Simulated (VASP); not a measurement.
# Si4Sn (R-3m) in VASP: single point with PBE

Aim: the single point of Si4Sn with PBE.

Program: VASP 6.6.1. These are calculated values, not measurements. Logs are shortened: lines on timing, memory, paths and dates and some standing lists are left out, and cuts for length are marked.

## (1) The cell of the first run

The structure is trigonal, space group R-3m (No. 166). Conventional cell: a = 3.926 Å, b = 3.926 Å, c = 51.138 Å, α = 90.00°, β = 90.00°, γ = 120.00°. Within 3.1 Å of Si (site symmetry 3m) lie 4 Si at 2.37 to 2.39 Å. Si (site symmetry 3m) has 4 Si at 2.37 to 2.39 Å within 3.1 Å. Within 3.1 Å of Si (site symmetry 3m) lie 4 Si at 2.37 to 2.38 Å. Within 3.1 Å of Si (site symmetry 3m) lie 3 Si at 2.38 Å and 1 Sn at 2.64 Å. Sn (site symmetry 3m) has 1 Si at 2.64 Å and 3 Sn at 2.83 Å within 3.5 Å.

## (2) Single point, PBE

Contents of INCAR:

```
SYSTEM = Si4Sn
ALGO     = Normal         ! electronic algorithm
EDIFF    = 1E-6           ! SCF threshold, eV
ENCUT    = 520            ! plane-wave cutoff, eV
GGA      = PE             ! functional
ISIF     = 2              ! what is computed and relaxed
ISMEAR   = 0              ! smearing method
LASPH    = .True.         ! aspherical terms in the spheres
LCHARG   = .False.        ! write CHGCAR
LREAL    = .False.        ! projectors in reciprocal space
LWAVE    = .False.        ! write WAVECAR
NBANDS   = 41             ! bands
NELM     = 80             ! most SCF steps
PREC     = Accurate       ! precision mode
SIGMA    = 0.2            ! smearing width, eV
```

Contents of KPOINTS:

```
k-points
0
Gamma
  5 5 5
  0 0 0
```

Contents of POSCAR:

```
Si4Sn
1.0
    1.9632288612      1.1334707115     17.0460103594
   -1.9632288612      1.1334707115     17.0460103594
    0.0000000000     -2.2669414230     17.0460103594
Si Sn
8 2
Direct
    0.0232178014      0.0232178014      0.0232178014
    0.9767821986      0.9767821986      0.9767821986
    0.3711748936      0.3711748936      0.3711748936
    0.4175525290      0.4175525290      0.4175525290
    0.7651593314      0.7651593314      0.7651593314
    0.2348406686      0.2348406686      0.2348406686
    0.6288251064      0.6288251064      0.6288251064
    0.5824474710      0.5824474710      0.5824474710
    0.8168123994      0.8168123994      0.8168123994
    0.1831876006      0.1831876006      0.1831876006
```

Potentials or basis: VASP PAW PBE potentials, release 64 (Si, Sn_d).

Launch:

```bash
$ cat potpaw_PBE.64/Si/POTCAR potpaw_PBE.64/Sn_d/POTCAR > POTCAR
$ mpirun -np 1 vasp_std > vasp.out
```

OUTCAR:

```text
SYSTEM = Si4Sn
   EDIFF = 1E-6
   ENCUT = 520
   GGA = PE
   ISIF = 2
   ISMEAR = 0
   LASPH = .True.
   LREAL = .False.
   NELM = 80
   PREC = Accurate

 ion  position               nearest neighbor table
   1  0.023  0.023  0.023-   2 2.37   3 2.39   3 2.39   3 2.39
   2  0.977  0.977  0.977-   1 2.37   7 2.39   7 2.39   7 2.39
   3  0.371  0.371  0.371-   4 2.37   1 2.39   1 2.39   1 2.39
   4  0.418  0.418  0.418-   3 2.37   5 2.38   5 2.38   5 2.38
   5  0.765  0.765  0.765-   4 2.38   4 2.38   4 2.38   9 2.64
   6  0.235  0.235  0.235-   8 2.38   8 2.38   8 2.38  10 2.64
   7  0.629  0.629  0.629-   8 2.37   2 2.39   2 2.39   2 2.39
   8  0.582  0.582  0.582-   7 2.37   6 2.38   6 2.38   6 2.38
   9  0.817  0.817  0.817-   5 2.64  10 2.83  10 2.83  10 2.83
  10  0.183  0.183  0.183-   6 2.64   9 2.83   9 2.83   9 2.83

  LATTYP: Found a trigonal (rhomboedric) cell.
 ALAT       =    17.1960894563
 COS(alpha) =     0.9739317148

  Lattice vectors:

 A1 = (   1.9632288612,   1.1334707115,  17.0460103594)
 A2 = (  -1.9632288612,   1.1334707115,  17.0460103594)
 A3 = (   0.0000000000,  -2.2669414230,  17.0460103594)

Analysis of symmetry for initial positions (statically):
=====================================================================
 Subroutine PRICEL returns:
 Original cell was already a primitive cell.

 Routine SETGRP: Setting up the symmetry group for a
 trigonal (rhombohedral) supercell.

 Subroutine GETGRP returns: Found 12 space group operations
 (whereof 12 operations were pure point group operations)
 out of a pool of 12 trial point group operations.

The static configuration has the point symmetry D_3d.

Analysis of symmetry for dynamics (positions and initial velocities):
=====================================================================
 Subroutine PRICEL returns:
 Original cell was already a primitive cell.

 Routine SETGRP: Setting up the symmetry group for a
 trigonal (rhombohedral) supercell.

 Subroutine GETGRP returns: Found 12 space group operations
 (whereof 12 operations were pure point group operations)
 out of a pool of 12 trial point group operations.

The dynamic configuration has the point symmetry D_3d.

 Subroutine INISYM returns: Found 12 space group operations
[... 110 lines left out ...]
   NSW    =      0    number of steps for IOM
   IBRION =     -1    ionic relax: 0-MD 1-quasi-New 2-CG
   NFREE  =      0    steps in history (QN), initial steepest desc. (CG)
   ISIF   =      2    stress and relaxation
   ISYM   =      2    0-nonsym 1-usesym 2-fastsym
   POTIM  = 0.5000    time-step for ionic-motion
   TEBEG  =    0.0;   TEEND  =   0.0 temperature during run
   PSTRESS=    0.0 pullay stress
   NELECT =      60.0000    total number of electrons
   NUPDOWN=      -1.0000    fix difference up-down
   EMIN   =  10.00;   EMAX   =-10.00  energy-range for DOS
   EFERMI =   0.00;   METHOD = LEGACY
   ISMEAR =     0;   SIGMA  =   0.20  broadening in eV -4-tet -1-fermi 0-gaus
   EFERMI_NEDOS =   21; number of points for ismear=-14 and -15
   IALGO  =     38    algorithm
   IMIX   =      4    mixing-type and parameters
     AMIX     =   0.40;   BMIX     =  1.00
     AMIX_MAG =   1.60;   BMIX_MAG =  1.00
  volume/ion in A,a.u.               =      22.76       153.59
  Fermi-wavevector in a.u.,A,eV,Ry     =   1.049720  1.983683 14.992426  1.101912
  Thomas-Fermi vector in A             =   2.184694
   LORBIT       =      0    0 simple, 1 ext, 2 COOP (PROOUT), +10 PAW based schemes
   GGA     = PE    functional components
   LHFCALC =     F    Hartree Fock is set to
   AEXX    =    0.0000 exact exchange contribution
   IVDW    =     0    specifies the selected vdW correction
   LEPSILON=     F    determine dielectric tensor
   LRPA    =     F    only Hartree local field effects (RPA)
 non-spin polarized calculation
 Gauss-broadening in eV      SIGMA  =   0.20
  energy-cutoff  :      520.00
  volume of cell :      227.59
 maximum number of plane-waves:      6187
   NGX = 63   NGY = 63   NGZ = 63

 number of electron      59.9999998 magnetization

 Free energy of the ion-electron system (eV)
  ---------------------------------------------------
  ext. energy  EPLUGINS =         0.00000000
  ---------------------------------------------------
  free energy    TOTEN  =       -49.73655278 eV

  energy without entropy =      -49.68871550  energy(sigma->0) =      -49.71263414

 E-fermi :   6.3967     XC(G=0):  -9.3582

 val. band max:        6.3807362220   @ k =   0.4000   0.4000   0.0000
 cond. band min:       6.4080807776   @ k =  -0.2000   0.4000   0.2000
 fundamental gap:      0.0273445556
 Fermi energy:         6.3967385080

 k-point     1 :       0.0000    0.0000    0.0000
  band No.  band energies     occupation
      1     -15.6583      2.00000
      2     -15.6583      2.00000
      3     -15.5130      2.00000
      4     -15.5069      2.00000
      5     -15.5069      2.00000
      6     -15.2811      2.00000
[... 825 lines left out ...]
     40       9.8381      0.00000
     41       9.9080      0.00000

------------------------ aborting loop because EDIFF is reached ----------------------------------------

  FORCE on cell =-STRESS in cart. coord.  units (eV):
  Direction    XX          YY          ZZ          XY          YZ          ZX
  --------------------------------------------------------------------------------------
  -------------------------------------------------------------------------------------
  Total       -0.2596711     -0.2596711     -0.2646670      0.0000000     -0.0000000      0.0000000
  in kB       -1.8280120     -1.8280120     -1.8631813      0.0000000     -0.0000000      0.0000000
  external PRESSURE =      -1.8397351 kB  Pullay stress =       0.0000000 kB

 VOLUME and BASIS-vectors are now :
 -----------------------------------------------------------------------------
  energy-cutoff  :      520.00
  volume of cell :      227.59
      direct lattice vectors                 reciprocal lattice vectors
     1.963228861  1.133470712 17.046010359     0.254682482  0.147041000  0.019554918
    -1.963228861  1.133470712 17.046010359    -0.254682482  0.147041000  0.019554918
     0.000000000 -2.266941423 17.046010359     0.000000000 -0.294082000  0.019554918

 POSITION                                       TOTAL-FORCE (eV/Angst)
 -----------------------------------------------------------------------------------
      0.00000      0.00000      1.18731         0.000000      0.000000     -0.027527
      0.00000      0.00000     49.95072         0.000000     -0.000000      0.027527
      0.00000      0.00000     18.98115         0.000000      0.000000      0.027267
      0.00000      0.00000     21.35281         0.000000      0.000000     -0.017283
      0.00000      0.00000     39.12874         0.000000      0.000000      0.026190
      0.00000      0.00000     12.00929         0.000000      0.000000     -0.026190
      0.00000      0.00000     32.15688         0.000000     -0.000000     -0.027267
      0.00000      0.00000     29.78522         0.000000     -0.000000      0.017283
      0.00000      0.00000     41.77018         0.000000      0.000000     -0.012649
      0.00000      0.00000      9.36785         0.000000      0.000000      0.012649
 -----------------------------------------------------------------------------------
    total drift:                               -0.000000      0.000000      0.000000

  FREE ENERGIE OF THE ION-ELECTRON SYSTEM (eV)
  ---------------------------------------------------
  free  energy   TOTEN  =       -49.7365527828 eV

  energy  without entropy=      -49.6887155047  energy(sigma->0) =      -49.71263414
```

stdout:

```text
POSCAR found type information on POSCAR SiSn
 POSCAR found :  2 types and      10 ions
 scaLAPACK will be used
 LDA part: xc-table for (Slater+PW92), standard interpolation
 POSCAR, INCAR and KPOINTS ok, starting setup
 FFT: planning ... GRIDC
 FFT: planning ... GRID_SOFT
 FFT: planning ... GRID
 WAVECAR not read
 entering main loop
```

It took 41 min on 1 thread of Intel Xeon 6975P-C (Granite Rapids), shared host; peak memory 3 GiB.

Results:

| Item | Value |
| --- | --- |
| Free energy | -49.7366 eV |
| Pressure | -0.2 GPa |
| Largest force | 0.028 eV/Å |
| Band gap on the k mesh | zero (band 30 reaches 7.08 eV, above the bottom of band 31 at 6.02 eV) |

Forces in eV/Å, atoms in the order of the input:
```
Si   0.000  0.000 -0.028
Si   0.000  0.000  0.028
Si   0.000  0.000  0.027
Si   0.000  0.000 -0.017
Si   0.000  0.000  0.026
Si   0.000  0.000 -0.026
Si   0.000  0.000 -0.027
Si   0.000  0.000  0.017
Sn   0.000  0.000 -0.013
Sn   0.000  0.000  0.013
```

Caveat: the k points lie up to 0.37 Å⁻¹ apart; spin-orbit coupling is left out, which moves the levels of the heavy elements.
